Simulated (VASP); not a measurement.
# MnS (F-43m) in VASP: single point with PBE

Aim: the single point of MnS with PBE.

Everything below comes from runs of VASP 6.6.1. Logs are shortened: lines on timing, memory, paths and dates and some standing lists are left out, and cuts for length are marked.

## 1. The cell of the first run

Symmetry: F-43m, No. 216, cubic system. The conventional cell has a = 5.644 Å, b = 5.644 Å, c = 5.644 Å, α = 90.00°, β = 90.00°, γ = 90.00°. Within 3.2 Å of Mn (site symmetry -43m) lie 4 S at 2.44 Å. Within 3.2 Å of S (site symmetry -43m) lie 4 Mn at 2.44 Å.

## 2. Single point, PBE, collinear spin, ferromagnetic start

File INCAR:

```
PREC = Accurate
ENCUT = 500
EDIFF = 1E-6
ISMEAR = -4
SIGMA = 0.1
LREAL = False
LASPH = True
NELM = 200
ALGO = Normal
ISIF = 2
LWAVE = False
LCHARG = False
ISPIN = 2
MAGMOM = 4.57 0.13
LORBIT = 11
LMAXMIX = 4
GGA = PE
NBANDS = 20
GGA_COMPAT = False
```

File KPOINTS:

```
regular mesh
0
Gamma
  14 14 14
```

File POSCAR:

```
MnS
1.0
    0.0000000000     -2.8222405708     -2.8222405708
    2.8222405708      0.0000000000     -2.8222405708
    2.8222405708     -2.8222405708      0.0000000000
Mn S
1 1
Direct
    0.0000000000      0.0000000000      0.0000000000
    0.7500000000      0.7500000000      0.7500000000
```

Potentials or basis: VASP PAW PBE potentials, release 64 (Mn_pv, S).

On the command line:

```
> cat potpaw_PBE.64/Mn_pv/POTCAR potpaw_PBE.64/S/POTCAR > POTCAR
> mpirun -np 1 vasp_std > vasp.out
```

OUTCAR:

```text
PREC = Accurate
   ENCUT = 500
   EDIFF = 1E-6
   ISMEAR = -4
   LREAL = False
   LASPH = True
   NELM = 200
   ISIF = 2
   ISPIN = 2
   LORBIT = 11
   GGA = PE

 ion  position               nearest neighbor table
   1  0.000  0.000  0.000-   2 2.44   2 2.44   2 2.44   2 2.44
   2  0.750  0.750  0.750-   1 2.44   1 2.44   1 2.44   1 2.44

  LATTYP: Found a face centered cubic cell.
 ALAT       =     5.6444811416

  Lattice vectors:

 A1 = (   0.0000000000,  -2.8222405708,  -2.8222405708)
 A2 = (   2.8222405708,   0.0000000000,  -2.8222405708)
 A3 = (   2.8222405708,  -2.8222405708,   0.0000000000)

Analysis of symmetry for initial positions (statically):
=====================================================================
 Subroutine PRICEL returns:
 Original cell was already a primitive cell.

 Routine SETGRP: Setting up the symmetry group for a
 face centered cubic supercell.

 Subroutine GETGRP returns: Found 24 space group operations
 (whereof 24 operations were pure point group operations)
 out of a pool of 48 trial point group operations.

The static configuration has the point symmetry T_d .

Analysis of symmetry for dynamics (positions and initial velocities):
=====================================================================
 Subroutine PRICEL returns:
 Original cell was already a primitive cell.

 Routine SETGRP: Setting up the symmetry group for a
 face centered cubic supercell.

 Subroutine GETGRP returns: Found 24 space group operations
 (whereof 24 operations were pure point group operations)
 out of a pool of 48 trial point group operations.

The dynamic configuration has the point symmetry T_d .

Analysis of structural, dynamic, and magnetic symmetry:
=====================================================================
 Subroutine PRICEL returns:
 Original cell was already a primitive cell.

 Routine SETGRP: Setting up the symmetry group for a
 face centered cubic supercell.

 Subroutine GETGRP returns: Found 24 space group operations
 (whereof 24 operations were pure point group operations)
 out of a pool of 48 trial point group operations.

The overall configuration has the point symmetry T_d .

 Subroutine INISYM returns: Found 24 space group operations
 (whereof 24 operations are pure point group operations),
 and found     1 'primitive' translations

----------------------------------------------------------------------------------------

                                     Primitive cell

  volume of cell :      44.9585

  direct lattice vectors                    reciprocal lattice vectors
     0.000000000 -2.822240571 -2.822240571    -0.177164203 -0.177164203 -0.177164203
     2.822240571  0.000000000 -2.822240571     0.177164203  0.177164203 -0.177164203
     2.822240571 -2.822240571  0.000000000     0.177164203 -0.177164203  0.177164203

  length of vectors
     3.991250892  3.991250892  3.991250892     0.306857400  0.306857400  0.306857400

  position of ions in fractional coordinates (direct lattice)
     0.000000000  0.000000000  0.000000000
     0.750000000  0.750000000  0.750000000

  ion indices of the primitive-cell ions
   primitive index   ion index
                 1           1
                 2           2

----------------------------------------------------------------------------------------

 KPOINTS: regular mesh

Automatic generation of k-mesh.
 Grid dimensions read from file:
 generate k-points for:   14   14   14

 Generating k-lattice:

  Cartesian coordinates                     Fractional coordinates (reciprocal lattice)
    -0.012654586 -0.012654586 -0.012654586     0.071428571  0.000000000  0.000000000
     0.012654586  0.012654586 -0.012654586     0.000000000  0.071428571  0.000000000
     0.012654586 -0.012654586  0.012654586     0.000000000  0.000000000  0.071428571

  Length of vectors
     0.021918386  0.021918386  0.021918386

  Shift w.r.t. Gamma in fractional coordinates (k-lattice)
     0.000000000  0.000000000  0.000000000

 TETIRR: Found    389 inequivalent tetrahedra from    16464

 Subroutine IBZKPT returns following result:
 ===========================================

 Found    104 irreducible k-points:

 Following reciprocal coordinates:
            Coordinates               Weight
  0.000000  0.000000  0.000000      1.000000
  0.071429  0.000000  0.000000      8.000000
  0.142857  0.000000  0.000000      8.000000
  0.214286  0.000000  0.000000      8.000000
  0.285714  0.000000  0.000000      8.000000
  0.357143  0.000000  0.000000      8.000000
[... 16 lines left out ...]
  0.214286  0.142857  0.000000     24.000000
  0.285714  0.142857  0.000000     24.000000
 [... further k-points ...]
   k-points           NKPTS =    104   k-points in BZ     NKDIM =    104   number of bands    NBANDS=     20
   number of dos      NEDOS =    301   number of ions     NIONS =      2
   total plane-waves  NPLWV =  27000
   dimension x,y,z NGX =    30 NGY =   30 NGZ =   30
   dimension x,y,z NGXF=    60 NGYF=   60 NGZF=   60
   ions per type =               1   1
   NGX,Y,Z   is equivalent  to a cutoff of  12.50, 12.50, 12.50 a.u.
   NGXF,Y,Z  is equivalent  to a cutoff of  24.99, 24.99, 24.99 a.u.
 SYSTEM =  unknown system
   PREC   = accura    normal or accurate (medium, high low for compatibility)
   ISTART =      0    job   : 0-new  1-cont  2-samecut
   ICHARG =      2    charge: 1-file 2-atom 10-const
   ISPIN  =      2    spin polarized calculation?
   LNONCOLLINEAR =      F non collinear calculations
   LSORBIT =      F    spin-orbit coupling
   LASPH  =      T    aspherical Exc in radial PAW
   ENCUT  =  500.0 eV  36.75 Ry    6.06 a.u.   7.28  7.28  7.28*2*pi/ulx,y,z
   NELM   =    200;   NELMIN=  2; NELMDL= -5     # of ELM steps
   EDIFF  = 0.1E-05   stopping-criterion for ELM
   LREAL  =      F    real-space projection
   EDIFFG = 0.1E-04   stopping-criterion for IOM
   NSW    =      0    number of steps for IOM
   IBRION =     -1    ionic relax: 0-MD 1-quasi-New 2-CG
   NFREE  =      0    steps in history (QN), initial steepest desc. (CG)
   ISIF   =      2    stress and relaxation
   ISYM   =      2    0-nonsym 1-usesym 2-fastsym
   POTIM  = 0.5000    time-step for ionic-motion
   TEBEG  =    0.0;   TEEND  =   0.0 temperature during run
   PSTRESS=    0.0 pullay stress
   NELECT =      19.0000    total number of electrons
   NUPDOWN=      -1.0000    fix difference up-down
   EMIN   =  10.00;   EMAX   =-10.00  energy-range for DOS
   EFERMI =   0.00;   METHOD = LEGACY
   ISMEAR =    -4;   SIGMA  =   0.10  broadening in eV -4-tet -1-fermi 0-gaus
   EFERMI_NEDOS =   21; number of points for ismear=-14 and -15
   IALGO  =     38    algorithm
   IMIX   =      4    mixing-type and parameters
     AMIX     =   0.40;   BMIX     =  1.00
     AMIX_MAG =   1.60;   BMIX_MAG =  1.00
  volume/ion in A,a.u.               =      22.48       151.70
  Fermi-wavevector in a.u.,A,eV,Ry     =   1.228538  2.321601 20.535357  1.509306
  Thomas-Fermi vector in A             =   2.363460
   LORBIT       =     11    0 simple, 1 ext, 2 COOP (PROOUT), +10 PAW based schemes
   GGA     = PE    functional components
   LHFCALC =     F    Hartree Fock is set to
   AEXX    =    0.0000 exact exchange contribution
   IVDW    =     0    specifies the selected vdW correction
   LEPSILON=     F    determine dielectric tensor
   LRPA    =     F    only Hartree local field effects (RPA)
 spin polarized calculation
 Fermi weights with tetrahedron method witout Bloechl corrections
  energy-cutoff  :      500.00
  volume of cell :       44.96
 maximum number of plane-waves:      1163
 NGX is ok and might be reduce to    30
   NGX = 15   NGY = 15   NGZ = 15

 number of electron      18.9999992 magnetization       4.9955310

 Free energy of the ion-electron system (eV)
  ---------------------------------------------------
  ext. energy  EPLUGINS =         0.00000000
  ---------------------------------------------------
  free energy    TOTEN  =       -14.08474454 eV

  energy without entropy =      -14.08474454  energy(sigma->0) =      -14.08474454

 E-fermi :   4.4094     XC(G=0):  -9.1970

 val. band max:        4.4721039511   @ k =   0.0000   0.0000   0.0000
 cond. band min:       4.4033827884   @ k =  -0.2857   0.5000   0.2143
 fundamental gap:     -0.0687211627
 Fermi energy:         4.4094421157

 spin component 1

 k-point     1 :       0.0000    0.0000    0.0000
  band No.  band energies     occupation
      1     -46.4884      1.00000
      2     -46.4884      1.00000
      3     -46.4884      1.00000
      4      -9.4614      1.00000
      5      -0.5016      1.00000
      6      -0.5016      1.00000
[... 12 lines left out ...]
     19      16.1607      0.00000
     20      16.8397      0.00000
[... 507 lines left out ...]
 k-point    24 :       0.2857    0.1429    0.0000
  band No.  band energies     occupation
      1     -46.4898      1.00000
      2     -46.4888      1.00000
      3     -46.4888      1.00000
      4      -9.0964      1.00000
      5      -0.9889      1.00000
      6      -0.3545      1.00000
[... 12 lines left out ...]
     19      16.5290      0.00000
     20      19.3952      0.00000

 [... further k-points ...]

 spin component 2

 k-point     1 :       0.0000    0.0000    0.0000
  band No.  band energies     occupation
      1     -41.8396      1.00000
      2     -41.8396      1.00000
      3     -41.8396      1.00000
      4      -9.1448      1.00000
      5       1.1057      1.00000
      6       1.1057      1.00000
[... 12 lines left out ...]
     19      17.0402      0.00000
     20      17.8157      0.00000
[... 507 lines left out ...]
 k-point    24 :       0.2857    0.1429    0.0000
  band No.  band energies     occupation
      1     -41.8418      1.00000
      2     -41.8403      1.00000
      3     -41.8403      1.00000
      4      -8.8029      1.00000
      5       0.0955      1.00000
      6       1.0709      1.00000
[... 12 lines left out ...]
     19      17.4894      0.00000
     20      20.3434      0.00000

 [... further k-points ...]
[... 5 lines left out ...]
  --------------------------------------------------------------------------------------
  -------------------------------------------------------------------------------------
  Total        0.0649792      0.0649792      0.0649792     -0.0000000     -0.0000000     -0.0000000
  in kB        2.3156500      2.3156500      2.3156500     -0.0000000     -0.0000000     -0.0000000
  external PRESSURE =       2.3156500 kB  Pullay stress =       0.0000000 kB

 VOLUME and BASIS-vectors are now :
 -----------------------------------------------------------------------------
  energy-cutoff  :      500.00
  volume of cell :       44.96
      direct lattice vectors                 reciprocal lattice vectors
     0.000000000 -2.822240571 -2.822240571    -0.177164203 -0.177164203 -0.177164203
     2.822240571  0.000000000 -2.822240571     0.177164203  0.177164203 -0.177164203
     2.822240571 -2.822240571  0.000000000     0.177164203 -0.177164203  0.177164203

 POSITION                                       TOTAL-FORCE (eV/Angst)
 -----------------------------------------------------------------------------------
      0.00000      0.00000      0.00000         0.000000     -0.000000      0.000000
      4.23336     -4.23336     -4.23336        -0.000000      0.000000     -0.000000
 -----------------------------------------------------------------------------------
    total drift:                                0.000000     -0.000000     -0.000000

  FREE ENERGIE OF THE ION-ELECTRON SYSTEM (eV)
  ---------------------------------------------------
  free  energy   TOTEN  =       -14.0847445389 eV

  energy  without entropy=      -14.0847445389  energy(sigma->0) =      -14.08474454

 total charge

# of ion       s       p       d       tot
------------------------------------------
    1        0.257   6.204   4.891  11.352
    2        1.314   2.446   0.000   3.760
--------------------------------------------------
tot          1.571   8.650   4.891  15.112

 magnetization (x)

# of ion       s       p       d       tot
------------------------------------------
    1        0.049   0.065   4.267   4.380
    2        0.012   0.085   0.000   0.097
--------------------------------------------------
tot          0.061   0.149   4.267   4.477
```

Run time: 7.1 min. Hardware: 1 thread of Intel Xeon 8259CL, shared host; peak memory 0.28 GiB.

What came out:

- Free energy: -14.0847 eV
- Pressure: 0.2 GPa
- Band gap on the k mesh: zero (filled and empty bands overlap)
- Net moment: 5.00 μB per cell
- Site moments: Mn +4.38; S +0.10 μB
- Valence electrons inside the program's atomic spheres: Mn 11.35; S 3.76

Caveat: a cell with one magnetic atom can't hold antiferromagnetic order, which such compounds often take; semilocal functionals often make such compounds metallic where correlation or magnetic order opens a gap, which also shifts bond lengths; tetrahedron occupations give inexact forces and stress in metals. With open d or f shells a metallic result of PBE can be an artefact of self-interaction; +U or a hybrid may open a gap.
